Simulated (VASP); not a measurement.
A run of VASP 6.6.1 is set up as follows.

File INCAR:

```
SYSTEM = KBr
  ALGO = Normal
  EDIFF = 1E-6
  ENCUT = 520
  GGA = PE
  ISIF = 2
  ISMEAR = 0
  LASPH = .TRUE.
  LCHARG = .FALSE.
  LREAL = .FALSE.
  LWAVE = .FALSE.
  NBANDS = 15
  NELM = 80
  PREC = Accurate
  SIGMA = 0.02
```

Contents of KPOINTS:

```
k-points
0
G
  6 6 6
  0 0 0
```

POSCAR

```
KBr
1.0
    0.0463254750      3.2608920000      3.2675428500
    3.2876929500      0.0195245250      3.2943438000
    3.3072174750      3.3072174750      0.0000000000
K Br
1 1
Direct
    0.0000000000      0.0000000000      0.0128857728
    0.5000000000      0.5000000000      0.4871142272
```

Potentials or basis: VASP PAW PBE potentials, release 64 (K_sv, Br).

Command:

```sh
$ cat potpaw_PBE.64/K_sv/POTCAR potpaw_PBE.64/Br/POTCAR > POTCAR
$ mpirun -np 1 vasp_std > vasp.out
```

Q: Predict the band gap on the k mesh.

A: 4.47 eV, direct.

Q: What does it give for the pressure?

A: 1.2 GPa.

Stress tensor (GPa, compression positive):
```
 1.31 -0.14 -0.04
-0.14  1.31  0.04
-0.04  0.04  1.06
```

Caveat: the cell differs from its parent crystal (strained and its atoms moved).
